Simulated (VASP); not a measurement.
# Ta (Im-3m) in VASP: a series of runs

Runs on Ta. Level: r2SCAN. Tasks: single point.

Everything below comes from runs of VASP 6.6.1. Logs are shortened: lines on timing, memory, paths and dates and some standing lists are left out, and cuts for length are marked.

**1. The cell of the first run**

The structure is cubic, space group Im-3m (No. 229). The conventional cell has a = 3.307 Å, b = 3.307 Å, c = 3.307 Å, α = 90.00°, β = 90.00°, γ = 90.00°. Ta (site symmetry m-3m) has 14 Ta at 2.86 to 3.31 Å within 3.8 Å.

**2. Single point, r2SCAN**

POSCAR reads:

```
Ta
1.0
   -1.6533592789      1.6533592789      1.6533592789
    1.6533592789     -1.6533592789      1.6533592789
    1.6533592789      1.6533592789     -1.6533592789
Ta
1
Direct
    0.0000000000      0.0000000000      0.0000000000
```

INCAR.step1 reads:

```
SYSTEM = Ta
PREC = Accurate
ENCUT = 520
ISMEAR = 0
SIGMA = 0.03
LREAL = .FALSE.
LASPH = .TRUE.
NELM = 60
NBANDS = 12
GGA = PE
ALGO = Normal
EDIFF = 1E-4
LWAVE = .TRUE.
LCHARG = .FALSE.
```

INCAR.step2 reads:

```
SYSTEM = Ta
PREC = Accurate
ENCUT = 520
EDIFF = 1E-6
ISMEAR = 0
SIGMA = 0.03
LREAL = .FALSE.
LASPH = .TRUE.
NELM = 60
ALGO = Normal
ISIF = 2
LWAVE = .FALSE.
LCHARG = .FALSE.
METAGGA = R2SCAN
LMIXTAU = .TRUE.
NBANDS = 12
ISTART = 1
```

KPOINTS reads:

```
regular mesh
0
G
  13 13 13
  0 0 0
```

Potentials or basis: VASP PAW PBE potentials, release 64 (Ta_pv).

Launch:

```console
> cat potpaw_PBE.64/Ta_pv/POTCAR > POTCAR
> cp INCAR.step1 INCAR
> mpirun -np 1 vasp_std > vasp.out
> cp INCAR.step2 INCAR
> mpirun -np 1 vasp_std > vasp.out
```

OUTCAR:

```text
SYSTEM = Ta
   PREC = Accurate
   ENCUT = 520
   EDIFF = 1E-6
   ISMEAR = 0
   LREAL = .FALSE.
   LASPH = .TRUE.
   NELM = 60
   ISIF = 2
   METAGGA = R2SCAN
   ISTART = 1

 ion  position               nearest neighbor table
   1  0.000  0.000  0.000-

  LATTYP: Found a body centered cubic cell.
 ALAT       =     3.3067185578

  Lattice vectors:

 A1 = (  -1.6533592789,   1.6533592789,   1.6533592789)
 A2 = (   1.6533592789,  -1.6533592789,   1.6533592789)
 A3 = (   1.6533592789,   1.6533592789,  -1.6533592789)

Analysis of symmetry for initial positions (statically):
=====================================================================
 Subroutine PRICEL returns:
 Original cell was already a primitive cell.

 Routine SETGRP: Setting up the symmetry group for a
 body centered cubic supercell.

 Subroutine GETGRP returns: Found 48 space group operations
 (whereof 48 operations were pure point group operations)
 out of a pool of 48 trial point group operations.

The static configuration has the point symmetry O_h .

Analysis of symmetry for dynamics (positions and initial velocities):
=====================================================================
 Subroutine PRICEL returns:
 Original cell was already a primitive cell.

 Routine SETGRP: Setting up the symmetry group for a
 body centered cubic supercell.

 Subroutine GETGRP returns: Found 48 space group operations
 (whereof 48 operations were pure point group operations)
 out of a pool of 48 trial point group operations.

The dynamic configuration has the point symmetry O_h .

 Subroutine INISYM returns: Found 48 space group operations
 (whereof 48 operations are pure point group operations),
 and found     1 'primitive' translations

----------------------------------------------------------------------------------------

                                     Primitive cell

  volume of cell :      18.0785

  direct lattice vectors                    reciprocal lattice vectors
    -1.653359279  1.653359279  1.653359279     0.000000000  0.302414609  0.302414609
     1.653359279 -1.653359279  1.653359279     0.302414609  0.000000000  0.302414609
     1.653359279  1.653359279 -1.653359279     0.302414609  0.302414609  0.000000000

  length of vectors
     2.863702274  2.863702274  2.863702274     0.427678842  0.427678842  0.427678842

  position of ions in fractional coordinates (direct lattice)
     0.000000000  0.000000000  0.000000000

  ion indices of the primitive-cell ions
   primitive index   ion index
                 1           1

----------------------------------------------------------------------------------------

 KPOINTS: regular mesh

Automatic generation of k-mesh.
 Grid dimensions read from file:
 generate k-points for:   13   13   13

 Generating k-lattice:

  Cartesian coordinates                     Fractional coordinates (reciprocal lattice)
     0.000000000  0.023262662  0.023262662     0.076923077  0.000000000  0.000000000
     0.023262662  0.000000000  0.023262662     0.000000000  0.076923077  0.000000000
     0.023262662  0.023262662  0.000000000     0.000000000  0.000000000  0.076923077

  Length of vectors
     0.032898372  0.032898372  0.032898372

  Shift w.r.t. Gamma in fractional coordinates (k-lattice)
     0.000000000  0.000000000  0.000000000

 Subroutine IBZKPT returns following result:
 ===========================================

 Found     84 irreducible k-points:

 Following reciprocal coordinates:
            Coordinates               Weight
  0.000000  0.000000  0.000000      1.000000
  0.076923  0.000000  0.000000     12.000000
  0.153846  0.000000  0.000000     12.000000
  0.230769  0.000000  0.000000     12.000000
  0.307692  0.000000  0.000000     12.000000
  0.384615  0.000000  0.000000     12.000000
[... 16 lines left out ...]
  0.153846  0.076923  0.076923     24.000000
  0.230769  0.076923  0.076923     24.000000
 [... further k-points ...]
   k-points           NKPTS =     84   k-points in BZ     NKDIM =     84   number of bands    NBANDS=     12
   number of dos      NEDOS =    301   number of ions     NIONS =      1
   total plane-waves  NPLWV =  13824
   dimension x,y,z NGX =    24 NGY =   24 NGZ =   24
   dimension x,y,z NGXF=    48 NGYF=   48 NGZF=   48
   ions per type =               1
   NGX,Y,Z   is equivalent  to a cutoff of  13.93, 13.93, 13.93 a.u.
   NGXF,Y,Z  is equivalent  to a cutoff of  27.87, 27.87, 27.87 a.u.
 SYSTEM =  Ta
   PREC   = accura    normal or accurate (medium, high low for compatibility)
   ISTART =      1    job   : 0-new  1-cont  2-samecut
   ICHARG =      0    charge: 1-file 2-atom 10-const
   ISPIN  =      1    spin polarized calculation?
   LNONCOLLINEAR =      F non collinear calculations
   LSORBIT =      F    spin-orbit coupling
   LASPH  =      T    aspherical Exc in radial PAW
   ENCUT  =  520.0 eV  38.22 Ry    6.18 a.u.   5.32  5.32  5.32*2*pi/ulx,y,z
   NELM   =     60;   NELMIN=  2; NELMDL=  0     # of ELM steps
   EDIFF  = 0.1E-05   stopping-criterion for ELM
   LREAL  =      F    real-space projection
[... 7 lines left out ...]
   TEBEG  =    0.0;   TEEND  =   0.0 temperature during run
   PSTRESS=    0.0 pullay stress
   NELECT =      11.0000    total number of electrons
   NUPDOWN=      -1.0000    fix difference up-down
   EMIN   =  10.00;   EMAX   =-10.00  energy-range for DOS
   EFERMI =   0.00;   METHOD = LEGACY
   ISMEAR =     0;   SIGMA  =   0.03  broadening in eV -4-tet -1-fermi 0-gaus
   EFERMI_NEDOS =   21; number of points for ismear=-14 and -15
   IALGO  =     38    algorithm
   IMIX   =      4    mixing-type and parameters
     AMIX     =   0.40;   BMIX     =  1.00
     AMIX_MAG =   1.60;   BMIX_MAG =  1.00
  volume/ion in A,a.u.               =      18.08       122.00
  Fermi-wavevector in a.u.,A,eV,Ry     =   1.387241  2.621505 26.183552  1.924437
  Thomas-Fermi vector in A             =   2.511480
   LORBIT       =      0    0 simple, 1 ext, 2 COOP (PROOUT), +10 PAW based schemes
   METAGGA = R2SCAN    functional components
   LHFCALC =     F    Hartree Fock is set to
   AEXX    =    0.0000 exact exchange contribution
   IVDW    =     0    specifies the selected vdW correction
   LEPSILON=     F    determine dielectric tensor
   LRPA    =     F    only Hartree local field effects (RPA)
 non-spin polarized calculation
 Gauss-broadening in eV      SIGMA  =   0.03
  energy-cutoff  :      520.00
  volume of cell :       18.08
 maximum number of plane-waves:       496
 NGX is ok and might be reduce to    24
   NGX = 11   NGY = 11   NGZ = 11

 number of electron      11.0000002 magnetization

 Free energy of the ion-electron system (eV)
  ---------------------------------------------------
  ext. energy  EPLUGINS =         0.00000000
  ---------------------------------------------------
  free energy    TOTEN  =       -48.58218542 eV

  energy without entropy =      -48.58171997  energy(sigma->0) =      -48.58195269

 E-fermi :   5.2752     XC(G=0): -13.7502

 val. band max:        5.2676684708   @ k =  -0.3846   0.4615   0.1538
 cond. band min:       5.3222644363   @ k =  -0.3846   0.3846   0.0769
 fundamental gap:      0.0545959655
 Fermi energy:         5.2752335174

 k-point     1 :       0.0000    0.0000    0.0000
  band No.  band energies     occupation
      1     -28.9416      2.00000
      2     -28.9416      2.00000
      3     -28.9416      2.00000
      4      -3.0207      2.00000
      5       6.1346      0.00000
      6       6.1346      0.00000
      7       6.1346      0.00000
      8       9.6167      0.00000
      9       9.6167      0.00000
     10      17.3887      0.00000
     11      21.0547      0.00000
     12      21.0547      0.00000

 k-point     2 :       0.0769    0.0000    0.0000
  band No.  band energies     occupation
      1     -29.0177      2.00000
      2     -28.9648      2.00000
      3     -28.9420      2.00000
      4      -2.7469      2.00000
      5       5.9551      0.00000
      6       6.0744      0.00000
      7       6.4012      0.00000
      8       9.3371      0.00000
      9       9.6158      0.00000
     10      17.3886      0.00000
     11      21.2939      0.00000
     12      21.5363      0.00000

 k-point     3 :       0.1538    0.0000    0.0000
  band No.  band energies     occupation
      1     -29.2242      2.00000
      2     -29.0284      2.00000
      3     -28.9433      2.00000
      4      -1.9803      2.00000
      5       5.4954      0.00000
      6       5.7980      0.00000
      7       7.1852      0.00000
      8       8.9293      0.00000
      9       9.6418      0.00000
     10      17.3885      0.00000
     11      21.7400      0.00000
     12      22.8935      0.00000
[... 286 lines left out ...]
 k-point    23 :       0.1538    0.0769    0.0769
  band No.  band energies     occupation
      1     -29.5968      2.00000
      2     -29.0892      2.00000
      3     -29.0016      2.00000
      4      -0.4461      2.00000
      5       4.6812      2.00000
      6       4.7840      2.00000
      7       9.1910      0.00000
      8       9.4250      0.00000
      9       9.7020      0.00000
     10      17.3881      0.00000
     11      22.1301      0.00000
     12      23.0005      0.00000

 k-point    24 :       0.2308    0.0769    0.0769
  band No.  band energies     occupation
      1     -29.8181      2.00000
      2     -29.2079      2.00000
      3     -29.0090      2.00000
      4       0.6214      2.00000
      5       4.1937      2.00000
      6       4.5876      2.00000
      7       9.3881      0.00000
      8      10.0444      0.00000
      9      11.0870      0.00000
     10      17.3870      0.00000
     11      20.6895      0.00000
     12      20.8904      0.00000

 [... further k-points ...]

------------------------ aborting loop because EDIFF is reached ----------------------------------------

  FORCE on cell =-STRESS in cart. coord.  units (eV):
  Direction    XX          YY          ZZ          XY          YZ          ZX
  --------------------------------------------------------------------------------------
  -------------------------------------------------------------------------------------
  Total        0.0689350      0.0689350      0.0689350     -0.0000000     -0.0000000      0.0000000
  in kB        6.1092575      6.1092575      6.1092575     -0.0000000     -0.0000000      0.0000000
  external PRESSURE =       6.1092575 kB  Pullay stress =       0.0000000 kB

 VOLUME and BASIS-vectors are now :
 -----------------------------------------------------------------------------
  energy-cutoff  :      520.00
  volume of cell :       18.08
      direct lattice vectors                 reciprocal lattice vectors
    -1.653359279  1.653359279  1.653359279     0.000000000  0.302414609  0.302414609
     1.653359279 -1.653359279  1.653359279     0.302414609  0.000000000  0.302414609
     1.653359279  1.653359279 -1.653359279     0.302414609  0.302414609  0.000000000

 POSITION                                       TOTAL-FORCE (eV/Angst)
 -----------------------------------------------------------------------------------
      0.00000      0.00000      0.00000        -0.000000      0.000000     -0.000000
 -----------------------------------------------------------------------------------
    total drift:                               -0.000000      0.000000      0.000000

  FREE ENERGIE OF THE ION-ELECTRON SYSTEM (eV)
  ---------------------------------------------------
  free  energy   TOTEN  =       -48.5821854154 eV

  energy  without entropy=      -48.5817199744  energy(sigma->0) =      -48.58195269
```

Wall time 47 s (1 thread of AMD EPYC 9R45 (Zen 5), shared host); peak memory 0.12 GiB.

Results:

- Free energy: -48.5822 eV
- Pressure: 0.6 GPa
- Band gap on the k mesh: zero (an odd number of electrons rules out a gap without spin polarisation)

Caveat: the PAW data sets were made with another functional, which shifts forces and pressure a little; spin-orbit coupling is left out, which moves the levels of the heavy elements.

[end of part 1 of 2]
